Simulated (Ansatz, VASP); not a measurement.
## Two plane-wave programs on BN

File POSCAR:

```
BN
1.0
    0.0000000000      1.7863745268      1.7863745268
    1.7863745268      0.0000000000      1.7863745268
    1.7863745268      1.7863745268      0.0000000000
B N
1 1
Direct
    0.0000000000      0.0000000000      0.0000000000
    0.2500000000      0.2500000000      0.2500000000
```

INCAR.step1

```
SYSTEM = BN
PREC = Accurate
ENCUT = 660
ISMEAR = 0
SIGMA = 0.01
LREAL = .False.
LASPH = .True.
NELM = 120
NBANDS = 11
GGA = PE
ALGO = Normal
EDIFF = 1E-5
LWAVE = .True.
LCHARG = .False.
GGA_COMPAT = .False.
```

The input INCAR.step2:

```
SYSTEM = BN
PREC = Accurate
ENCUT = 660
EDIFF = 1E-6
ISMEAR = 0
SIGMA = 0.01
LREAL = .False.
LASPH = .True.
NELM = 120
ALGO = Normal
ISIF = 2
LWAVE = .False.
LCHARG = .False.
METAGGA = R2SCAN
LMIXTAU = .True.
NBANDS = 11
ISTART = 1
GGA_COMPAT = .False.
```

Contents of KPOINTS:

```
Automatic mesh
0
Gamma
  10 10 10
  0 0 0
```

Input for Ansatz:

```yaml
crystal:
  lattice:
    - [0.0, 1.7863745268, 1.7863745268]
    - [1.7863745268, 0.0, 1.7863745268]
    - [1.7863745268, 1.7863745268, 0.0]
  atoms:
    - { symbol: B, position: [0.0, 0.0, 0.0] }
    - { symbol: "N", position: [0.25, 0.25, 0.25] }
basis:
  ecutwfc: 500
kpoints:
  mp_grid: { grid: [10, 10, 10] }
  band_path:
    path:
      - [0.0, 0.0, 0.0]
      - [0.0, 0.0, 0.0]
      - [0.0, 0.0, 0.0]
      - [0.0, 0.0, 0.0]
      - [0.0, 0.0, 0.0]
      - [0.0, 0.0, 0.0]
      - [0.0, 0.0, 0.0]
      - [0.0, 0.0, 0.0]
      - [0.0, 0.0, 0.0]
      - [0.0, 0.0, 0.0]
      - [0.0, 0.0, 0.0]
      - [0.0, 0.0, 0.0]
      - [0.0, 0.0, 0.0]
      - [0.0, 0.0, 0.0]
      - [0.0, 0.0, 0.0]
      - [0.0, 0.0, 0.0]
      - [0.0, 0.0, 0.0]
      - [0.0, 0.0, 0.0]
      - [0.0, 0.0, 0.0]
      - [0.0, 0.0, 0.0]
      - [0.0, 0.0, 0.0]
      - [0.0, 0.0, 0.0]
      - [0.0, 0.0, 0.0]
      - [0.0, 0.0, 0.0]
      - [0.0, 0.0, 0.0]
      - [0.0, 0.0, 0.0]
      - [0.3, 0.3, 0.0]
      - [0.3166666667, 0.3166666667, 0.0]
      - [0.3333333333, 0.3333333333, 0.0]
      - [0.35, 0.35, 0.0]
      - [0.3666666667, 0.3666666667, 0.0]
      - [0.3833333333, 0.3833333333, 0.0]
      - [0.4, 0.4, 0.0]
      - [0.4166666667, 0.4166666667, 0.0]
      - [0.4333333333, 0.4333333333, 0.0]
      - [0.45, 0.45, 0.0]
      - [0.4666666667, 0.4666666667, 0.0]
      - [0.4833333333, 0.4833333333, 0.0]
      - [0.5, 0.5, 0.0]
      - [0.5, 0.5, 0.5]
      - [0.5, 0.5, 0.5]
      - [0.5, 0.5, 0.5]
      - [0.5, 0.5, 0.5]
      - [0.5, 0.5, 0.5]
      - [0.5, 0.5, 0.5]
      - [0.5, 0.5, 0.5]
      - [0.5, 0.5, 0.5]
      - [0.5, 0.5, 0.5]
      - [0.5, 0.5, 0.5]
      - [0.5, 0.5, 0.5]
      - [0.5, 0.5, 0.5]
      - [0.5, 0.5, 0.5]
    npoints: 1
hamiltonian:
  xc: r2scan
  pseudopotentials: { kind: paw, azcp: { folder: soft_1 } }
scf:
  occupations: { method: fixed }
  n_extra_bands: 5
output:
  eigenvalues: true
```

Alike in both runs: task single point; functional r2SCAN; k mesh 10 × 10 × 10; no spin polarisation.

```csv
,VASP,Ansatz
version,VASP 6.6.1,Ansatz 0.2.0
potentials or method,"VASP PAW PBE potentials, release 64 (B, N), cutoff 660 eV","scalar-relativistic, plane waves, PAW"
occupations,"gaussian, width 0.01 eV",fixed
valence electrons in the cell,8,8
```

Ansatz gave:

- gap on the k mesh at the Fermi level (eV): 5.03
- least direct gap on the mesh (eV): 9.73

**Question.** Estimate VASP's values.

**Answer.** gap on the k mesh at the Fermi level (eV): 5.02; least direct gap on the mesh (eV): 9.70.

VASP's potentials were made for PBE, not for r2SCAN.
